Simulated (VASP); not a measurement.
# Bi (R-3m) in VASP: notebook, part 2 of 2

VASP 6.6.1.

## 4. Single point, PBEsol

Contents of INCAR:

```
SYSTEM = Bi
  PREC = Accurate
  ENCUT = 520
  EDIFF = 1E-6
  ISMEAR = 0
  SIGMA = 0.02
  LREAL = .False.
  LASPH = .True.
  NELM = 60
  ALGO = Normal
  ISIF = 2
  LWAVE = .False.
  LCHARG = .True.
  GGA = PS
  LELF = .True.
  LVHAR = .True.
  NBANDS = 22
```

Contents of KPOINTS:

```
Automatic mesh
0
Gamma
  7 7 7
  0 0 0
```

Contents of POSCAR:

```
Bi
1.0
    2.2675000000      1.3091417354      3.9380000000
   -2.2675000000      1.3091417354      3.9380000000
    0.0000000000     -2.6182834708      3.9380000000
Bi
2
Direct
    0.7660000000      0.7660000000      0.7660000000
    0.2340000000      0.2340000000      0.2340000000
```

Potentials or basis: VASP PAW PBE potentials, release 64 (Bi_d).

The run is started by

```console
> cat potpaw_PBE.64/Bi_d/POTCAR > POTCAR
> mpirun -np 1 vasp_std > vasp.out
```

OUTCAR:

```text
SYSTEM = Bi
   PREC = Accurate
   ENCUT = 520
   EDIFF = 1E-6
   ISMEAR = 0
   LREAL = .False.
   LASPH = .True.
   NELM = 60
   ISIF = 2
   GGA = PS

 ion  position               nearest neighbor table
   1  0.766  0.766  0.766-   2 3.06   2 3.06   2 3.06   2 3.52   2 3.52   2 3.52
   2  0.234  0.234  0.234-   1 3.06   1 3.06   1 3.06   1 3.52   1 3.52   1 3.52

  LATTYP: Found a trigonal (rhomboedric) cell.
 ALAT       =     4.7289800521
 COS(alpha) =     0.5401781303

  Lattice vectors:

 A1 = (   2.2675000000,   1.3091417354,   3.9380000000)
 A2 = (  -2.2675000000,   1.3091417354,   3.9380000000)
 A3 = (   0.0000000000,  -2.6182834708,   3.9380000000)

Analysis of symmetry for initial positions (statically):
=====================================================================
 Subroutine PRICEL returns:
 Original cell was already a primitive cell.

 Routine SETGRP: Setting up the symmetry group for a
 trigonal (rhombohedral) supercell.

 Subroutine GETGRP returns: Found 12 space group operations
 (whereof 12 operations were pure point group operations)
 out of a pool of 12 trial point group operations.

The static configuration has the point symmetry D_3d.

Analysis of symmetry for dynamics (positions and initial velocities):
=====================================================================
 Subroutine PRICEL returns:
 Original cell was already a primitive cell.

 Routine SETGRP: Setting up the symmetry group for a
 trigonal (rhombohedral) supercell.

 Subroutine GETGRP returns: Found 12 space group operations
 (whereof 12 operations were pure point group operations)
 out of a pool of 12 trial point group operations.

The dynamic configuration has the point symmetry D_3d.

 Subroutine INISYM returns: Found 12 space group operations
 (whereof 12 operations are pure point group operations),
 and found     1 'primitive' translations

----------------------------------------------------------------------------------------

                                     Primitive cell

  volume of cell :      70.1392

  direct lattice vectors                    reciprocal lattice vectors
     2.267500000  1.309141735  3.938000000     0.220507166  0.127309872  0.084645336
    -2.267500000  1.309141735  3.938000000    -0.220507166  0.127309872  0.084645336
     0.000000000 -2.618283471  3.938000000     0.000000000 -0.254619744  0.084645336

  length of vectors
     4.728980052  4.728980052  4.728980052     0.268320791  0.268320791  0.268320791

  position of ions in fractional coordinates (direct lattice)
     0.766000000  0.766000000  0.766000000
     0.234000000  0.234000000  0.234000000

  ion indices of the primitive-cell ions
   primitive index   ion index
                 1           1
                 2           2

----------------------------------------------------------------------------------------

 KPOINTS: Automatic mesh

Automatic generation of k-mesh.
 Grid dimensions read from file:
 generate k-points for:    7    7    7

 Generating k-lattice:

  Cartesian coordinates                     Fractional coordinates (reciprocal lattice)
     0.031501024  0.018187125  0.012092191     0.142857143 -0.000000000  0.000000000
    -0.031501024  0.018187125  0.012092191    -0.000000000  0.142857143  0.000000000
     0.000000000 -0.036374249  0.012092191     0.000000000  0.000000000  0.142857143

  Length of vectors
     0.038331542  0.038331542  0.038331542

  Shift w.r.t. Gamma in fractional coordinates (k-lattice)
     0.000000000  0.000000000  0.000000000

 Subroutine IBZKPT returns following result:
 ===========================================

 Found     44 irreducible k-points:

 Following reciprocal coordinates:
            Coordinates               Weight
  0.000000  0.000000  0.000000      1.000000
  0.142857  0.000000  0.000000      6.000000
  0.285714  0.000000  0.000000      6.000000
  0.428571 -0.000000  0.000000      6.000000
  0.142857  0.142857  0.000000      6.000000
  0.285714  0.142857  0.000000     12.000000
[... 16 lines left out ...]
  0.285714  0.285714  0.142857      6.000000
  0.428571  0.285714  0.142857     12.000000
 [... further k-points ...]
   k-points           NKPTS =     44   k-points in BZ     NKDIM =     44   number of bands    NBANDS=     22
   number of dos      NEDOS =    301   number of ions     NIONS =      2
   total plane-waves  NPLWV =  46656
   dimension x,y,z NGX =    36 NGY =   36 NGZ =   36
   dimension x,y,z NGXF=    72 NGYF=   72 NGZF=   72
   ions per type =               2
   NGX,Y,Z   is equivalent  to a cutoff of  12.66, 12.66, 12.66 a.u.
   NGXF,Y,Z  is equivalent  to a cutoff of  25.31, 25.31, 25.31 a.u.
 SYSTEM =  Bi
   PREC   = accura    normal or accurate (medium, high low for compatibility)
   ISTART =      0    job   : 0-new  1-cont  2-samecut
   ICHARG =      2    charge: 1-file 2-atom 10-const
   ISPIN  =      1    spin polarized calculation?
   LNONCOLLINEAR =      F non collinear calculations
   LSORBIT =      F    spin-orbit coupling
   LASPH  =      T    aspherical Exc in radial PAW
   ENCUT  =  520.0 eV  38.22 Ry    6.18 a.u.   8.79  8.79  8.79*2*pi/ulx,y,z
   NELM   =     60;   NELMIN=  2; NELMDL= -5     # of ELM steps
   EDIFF  = 0.1E-05   stopping-criterion for ELM
   LREAL  =      F    real-space projection
   EDIFFG = 0.1E-04   stopping-criterion for IOM
   NSW    =      0    number of steps for IOM
   IBRION =     -1    ionic relax: 0-MD 1-quasi-New 2-CG
   NFREE  =      0    steps in history (QN), initial steepest desc. (CG)
   ISIF   =      2    stress and relaxation
   ISYM   =      2    0-nonsym 1-usesym 2-fastsym
   POTIM  = 0.5000    time-step for ionic-motion
   TEBEG  =    0.0;   TEEND  =   0.0 temperature during run
   PSTRESS=    0.0 pullay stress
   NELECT =      30.0000    total number of electrons
   NUPDOWN=      -1.0000    fix difference up-down
   EMIN   =  10.00;   EMAX   =-10.00  energy-range for DOS
   EFERMI =   0.00;   METHOD = LEGACY
   ISMEAR =     0;   SIGMA  =   0.02  broadening in eV -4-tet -1-fermi 0-gaus
   EFERMI_NEDOS =   21; number of points for ismear=-14 and -15
   IALGO  =     38    algorithm
   IMIX   =      4    mixing-type and parameters
     AMIX     =   0.40;   BMIX     =  1.00
     AMIX_MAG =   1.60;   BMIX_MAG =  1.00
  volume/ion in A,a.u.               =      35.07       236.66
  Fermi-wavevector in a.u.,A,eV,Ry     =   1.233469  2.330919 20.700530  1.521446
  Thomas-Fermi vector in A             =   2.368198
   LORBIT       =      0    0 simple, 1 ext, 2 COOP (PROOUT), +10 PAW based schemes
   GGA     = PS    functional components
   LHFCALC =     F    Hartree Fock is set to
   AEXX    =    0.0000 exact exchange contribution
   IVDW    =     0    specifies the selected vdW correction
   LEPSILON=     F    determine dielectric tensor
   LRPA    =     F    only Hartree local field effects (RPA)
 non-spin polarized calculation
 Gauss-broadening in eV      SIGMA  =   0.02
  energy-cutoff  :      520.00
  volume of cell :       70.14
 maximum number of plane-waves:      1911
   NGX = 17   NGY = 17   NGZ = 17

 number of electron      30.0000004 magnetization

 Free energy of the ion-electron system (eV)
  ---------------------------------------------------
  ext. energy  EPLUGINS =         0.00000000
  ---------------------------------------------------
  free energy    TOTEN  =        -8.62355876 eV

  energy without entropy =       -8.62355876  energy(sigma->0) =       -8.62355876

 E-fermi :   6.0464     XC(G=0):  -9.7153

 val. band max:        5.9380627387   @ k =   0.4286   0.2857   0.2857
 cond. band min:       6.2011210028   @ k =   0.4286  -0.0000   0.0000
 fundamental gap:      0.2630582640
 Fermi energy:         6.0463969665

 k-point     1 :       0.0000    0.0000    0.0000
  band No.  band energies     occupation
      1     -16.6589      2.00000
      2     -16.6589      2.00000
      3     -16.5044      2.00000
      4     -16.5044      2.00000
      5     -16.4888      2.00000
      6     -16.3173      2.00000
[... 14 lines left out ...]
     21      11.9654      0.00000
     22      12.2356      0.00000
[... 552 lines left out ...]
  band No.  band energies     occupation
      1     -16.6239      2.00000
      2     -16.5494      2.00000
      3     -16.4894      2.00000
      4     -16.4588      2.00000
      5     -16.4406      2.00000
      6     -16.3599      2.00000
[... 14 lines left out ...]
     21      14.3337      0.00000
     22      15.1186      0.00000

 [... further k-points ...]

------------------------ aborting loop because EDIFF is reached ----------------------------------------

  FORCE on cell =-STRESS in cart. coord.  units (eV):
  Direction    XX          YY          ZZ          XY          YZ          ZX
  --------------------------------------------------------------------------------------
  -------------------------------------------------------------------------------------
  Total       -0.1469613     -0.1469613     -0.2481956      0.0000000      0.0000000     -0.0000000
  in kB       -3.3570096     -3.3570096     -5.6694860      0.0000000      0.0000000     -0.0000000
  external PRESSURE =      -4.1278351 kB  Pullay stress =       0.0000000 kB

 VOLUME and BASIS-vectors are now :
 -----------------------------------------------------------------------------
  energy-cutoff  :      520.00
  volume of cell :       70.14
      direct lattice vectors                 reciprocal lattice vectors
     2.267500000  1.309141735  3.938000000     0.220507166  0.127309872  0.084645336
    -2.267500000  1.309141735  3.938000000    -0.220507166  0.127309872  0.084645336
     0.000000000 -2.618283471  3.938000000     0.000000000 -0.254619744  0.084645336

 POSITION                                       TOTAL-FORCE (eV/Angst)
 -----------------------------------------------------------------------------------
      0.00000      0.00000      9.04952         0.000000      0.000000     -0.133959
      0.00000      0.00000      2.76448         0.000000      0.000000      0.133959
 -----------------------------------------------------------------------------------
    total drift:                               -0.000000      0.000000     -0.000000

  FREE ENERGIE OF THE ION-ELECTRON SYSTEM (eV)
  ---------------------------------------------------
  free  energy   TOTEN  =        -8.6235587567 eV

  energy  without entropy=       -8.6235587567  energy(sigma->0) =       -8.62355876
```

OSZICAR:

```text
N       E                     dE             d eps       ncg     rms          rms(c)
DAV:   1     0.307381193465E+03    0.30738E+03   -0.16276E+04  1936   0.164E+03
DAV:   2     0.172991980004E+02   -0.29008E+03   -0.28232E+03  2002   0.432E+02
DAV:   3    -0.773810469190E+01   -0.25037E+02   -0.24721E+02  2302   0.142E+02
DAV:   4    -0.860673955973E+01   -0.86863E+00   -0.86813E+00  2470   0.292E+01
DAV:   5    -0.864022593420E+01   -0.33486E-01   -0.33486E-01  2706   0.516E+00    0.107E+00
DAV:   6    -0.862836241692E+01    0.11864E-01   -0.20818E-02  2606   0.159E+00    0.626E-01
DAV:   7    -0.862356272319E+01    0.47997E-02   -0.13442E-02  2466   0.132E+00    0.117E-01
DAV:   8    -0.862354892126E+01    0.13802E-04   -0.15718E-03  2274   0.466E-01    0.191E-02
DAV:   9    -0.862355964307E+01   -0.10722E-04   -0.65999E-05  2928   0.618E-02    0.100E-02
DAV:  10    -0.862355875673E+01    0.88633E-06   -0.41497E-06  1944   0.189E-02
   1 F= -.86235588E+01 E0= -.86235588E+01  d E =-.357093E-16
```

It took 2 min on 1 thread of Intel Xeon 6975P-C, shared host; peak memory 0.2 GiB.

Results:

```
Free energy            : -8.6236 eV
Pressure               : -0.4 GPa
Largest force          : 0.134 eV/Å
Band gap on the k mesh : 0.26 eV, indirect (least direct gap 0.52 eV)
```

Forces in eV/Å, atoms in the order of the input:
```
Bi   0.000  0.000 -0.134
Bi   0.000  0.000  0.134
```

Stress tensor (GPa, compression positive):
```
-0.34  0.00  0.00
 0.00 -0.34  0.00
 0.00  0.00 -0.57
```

Caveat: the PAW data sets were made with another functional, which shifts forces and pressure a little; spin-orbit coupling is left out, which moves the levels of the heavy elements. A k mesh can miss the band edges.

## 5. Single point, PBE

This run uses another cell than the first one, of 35.42 Å³/atom, 1.010 times its volume.

Contents of INCAR:

```
PREC = Accurate ; ENCUT = 520
EDIFF = 1E-6 ; ISMEAR = -1
SIGMA = 0.05 ; LREAL = False
LASPH = True ; NELM = 60
ALGO = Normal ; ISIF = 2
LWAVE = False ; LCHARG = False
GGA = PE ; NBANDS = 22
```

Contents of KPOINTS:

```
Automatic mesh
0
Gamma
  7 7 7
```

Contents of POSCAR:

```
Bi
1.0
    2.2675000000      1.3091417354      3.9773800000
   -2.2675000000      1.3091417354      3.9773800000
    0.0000000000     -2.6182834708      3.9773800000
Bi
2
Direct
    0.7660000000      0.7660000000      0.7660000000
    0.2340000000      0.2340000000      0.2340000000
```

Potentials or basis: VASP PAW PBE potentials, release 64 (Bi_d).

The run is started by

```console
> cat potpaw_PBE.64/Bi_d/POTCAR > POTCAR
> mpirun -np 1 vasp_std > vasp.out
```

OUTCAR:

```text
PREC = Accurate
   ENCUT = 520
   EDIFF = 1E-6
   ISMEAR = -1
   LREAL = False
   LASPH = True
   NELM = 60
   ISIF = 2
   GGA = PE

 ion  position               nearest neighbor table
   1  0.766  0.766  0.766-   2 3.07   2 3.07   2 3.07   2 3.53   2 3.53   2 3.53
   2  0.234  0.234  0.234-   1 3.07   1 3.07   1 3.07   1 3.53   1 3.53   1 3.53

  LATTYP: Found a trigonal (rhomboedric) cell.
 ALAT       =     4.7618231800
 COS(alpha) =     0.5464991999

  Lattice vectors:
[... 785 lines left out ...]
 [... further k-points ...]

------------------------ aborting loop because EDIFF is reached ----------------------------------------

  FORCE on cell =-STRESS in cart. coord.  units (eV):
  Direction    XX          YY          ZZ          XY          YZ          ZX
  --------------------------------------------------------------------------------------
  -------------------------------------------------------------------------------------
  Total        0.7591421      0.7591421      0.5837440      0.0000000      0.0000000      0.0000000
  in kB       17.1692511     17.1692511     13.2023331      0.0000000      0.0000000      0.0000000
  external PRESSURE =      15.8469451 kB  Pullay stress =       0.0000000 kB

 VOLUME and BASIS-vectors are now :
 -----------------------------------------------------------------------------
  energy-cutoff  :      520.00
  volume of cell :       70.84
      direct lattice vectors                 reciprocal lattice vectors
     2.267500000  1.309141735  3.977380000     0.220507166  0.127309872  0.083807263
    -2.267500000  1.309141735  3.977380000    -0.220507166  0.127309872  0.083807263
     0.000000000 -2.618283471  3.977380000     0.000000000 -0.254619744  0.083807263

 POSITION                                       TOTAL-FORCE (eV/Angst)
 -----------------------------------------------------------------------------------
      0.00000      0.00000      9.14002         0.000000      0.000000     -0.146704
      0.00000      0.00000      2.79212         0.000000     -0.000000      0.146704
 -----------------------------------------------------------------------------------
    total drift:                               -0.000000      0.000000     -0.000000

  FREE ENERGIE OF THE ION-ELECTRON SYSTEM (eV)
  ---------------------------------------------------
  free  energy   TOTEN  =        -7.7820983937 eV

  energy  without entropy=       -7.7804261258  energy(sigma->0) =       -7.78126226
```

OSZICAR:

```text
N       E                     dE             d eps       ncg     rms          rms(c)
DAV:   1     0.309524428263E+03    0.30952E+03   -0.16112E+04  1936   0.164E+03
DAV:   2     0.184305315434E+02   -0.29109E+03   -0.28402E+03  1948   0.439E+02
DAV:   3    -0.688130764876E+01   -0.25312E+02   -0.25074E+02  2356   0.143E+02
DAV:   4    -0.774841959463E+01   -0.86711E+00   -0.86676E+00  2416   0.291E+01
DAV:   5    -0.778466318050E+01   -0.36244E-01   -0.36243E-01  2808   0.536E+00    0.104E+00
DAV:   6    -0.778194743394E+01    0.27157E-02   -0.17004E-02  2516   0.137E+00    0.630E-01
DAV:   7    -0.778185668774E+01    0.90746E-04   -0.11679E-02  2424   0.120E+00    0.110E-01
DAV:   8    -0.778207631319E+01   -0.21963E-03   -0.15667E-03  2290   0.423E-01    0.234E-02
DAV:   9    -0.778209907916E+01   -0.22766E-04   -0.64120E-05  2754   0.607E-02    0.109E-02
DAV:  10    -0.778209789531E+01    0.11838E-05   -0.83869E-06  2230   0.278E-02    0.182E-03
DAV:  11    -0.778209839369E+01   -0.49838E-06   -0.58698E-07  1684   0.675E-03
   1 F= -.77820984E+01 E0= -.77812623E+01  d E =-.167227E-02
```

It took 50 s on 1 thread of Intel Xeon Platinum 8259CL at 2.50GHz (Skylake/Cascade Lake), shared host; peak memory 0.22 GiB.

What came out:

* Free energy: -7.7821 eV
* Pressure: 1.6 GPa
* Largest force: 0.147 eV/Å
* Band gap on the k mesh: 0.21 eV, indirect (least direct gap 0.51 eV)

Forces in eV/Å, atoms in the order of the input:
```
Bi   0.000  0.000 -0.147
Bi   0.000  0.000  0.147
```

Levels at points of the mesh, in eV from the valence-band top:
| k point | band 13 | band 14 | band 15 | band 16 | band 17 | band 18 |
| --- | --- | --- | --- | --- | --- | --- |
| (0.00, 0.00, 0.00) | -1.32 | -0.97 | -0.97 | 2.69 | 3.15 | 3.15 |

Caveat: spin-orbit coupling is left out, which moves the levels of the heavy elements. A k mesh can miss the band edges.

## 6. Single point, PBE

Contents of INCAR:

```
PREC = Accurate ; ENCUT = 520
EDIFF = 1E-7 ; ISMEAR = -1
SIGMA = 0.05 ; LREAL = False
LASPH = True ; NELM = 100
ALGO = Normal ; ISIF = 2
LWAVE = False ; LCHARG = True
GGA = PE ; LELF = True
LVHAR = True ; NBANDS = 22
```

Contents of KPOINTS:

```
regular mesh
0
Gamma
  7 7 7
```

Contents of POSCAR:

```
Bi
1.0
    2.2675000000      1.3091417354      3.9380000000
   -2.2675000000      1.3091417354      3.9380000000
    0.0000000000     -2.6182834708      3.9380000000
Bi
2
Direct
    0.7660000000      0.7660000000      0.7660000000
    0.2340000000      0.2340000000      0.2340000000
```

Potentials or basis: VASP PAW PBE potentials, release 64 (Bi_d).

The run is started by

```console
> cat potpaw_PBE.64/Bi_d/POTCAR > POTCAR
> mpirun -np 1 vasp_std > vasp.out
```

Wall time 49 s (1 thread of Intel Xeon 6975P-C, shared host); peak memory 0.23 GiB.

The run converged. Its results:

| Quantity | Value |
| --- | --- |
| Free energy | -7.7748 eV |
| Pressure | 2.0 GPa |
| Largest force | 0.206 eV/Å |
| Band gap on the k mesh | 0.27 eV, indirect (least direct gap 0.53 eV) |

Forces in eV/Å, atoms in the order of the input:
```
Bi   0.000  0.000 -0.206
Bi   0.000  0.000  0.206
```

Stress tensor (GPa, compression positive):
```
2.11 0.00 0.00
0.00 2.11 0.00
0.00 0.00 1.90
```

Levels at points of the mesh, in eV from the valence-band top:
| k point | band 13 | band 14 | band 15 | band 16 | band 17 | band 18 |
| --- | --- | --- | --- | --- | --- | --- |
| (0.00, 0.00, 0.00) | -1.23 | -0.98 | -0.98 | 2.75 | 3.22 | 3.22 |

Caveat: spin-orbit coupling is left out, which moves the levels of the heavy elements.

## 7. Overview

```tsv
level	potentials or basis	cell	smearing	gap on the mesh (eV)	pressure (GPa)	largest force (eV/Å)
PBE	VASP PAW PBE potentials, release 64 (Bi_d)	a = 4.729 Å, angles 57.3°, 2 atoms	gaussian 0.1 eV	0.27	2.0	0.21
LDA	VASP PAW LDA potentials, release 64 (Bi_d)	a = 4.729 Å, angles 57.3°, 2 atoms	gaussian 0.02 eV	0.27	-1.5	0.07
PBEsol	VASP PAW PBE potentials, release 64 (Bi_d)	a = 4.729 Å, angles 57.3°, 2 atoms	gaussian 0.02 eV	0.26	-0.4	0.13
PBE	VASP PAW PBE potentials, release 64 (Bi_d)	a = 4.762 Å, angles 56.9°, 2 atoms	fermi-dirac 0.05 eV	0.21	1.6	0.15
PBE	VASP PAW PBE potentials, release 64 (Bi_d)	a = 4.729 Å, angles 57.3°, 2 atoms	fermi-dirac 0.05 eV	0.27	2.0	0.21
```

Alike in all rows: task single point; no spin polarisation; k mesh 7 × 7 × 7; cutoff (eV) 520.

Caveats: spin-orbit coupling is left out, which moves the levels of the heavy elements; the PAW data sets were made with another functional, which shifts forces and pressure a little (some runs).

Absolute energies hang on the potentials; compare differences alone.
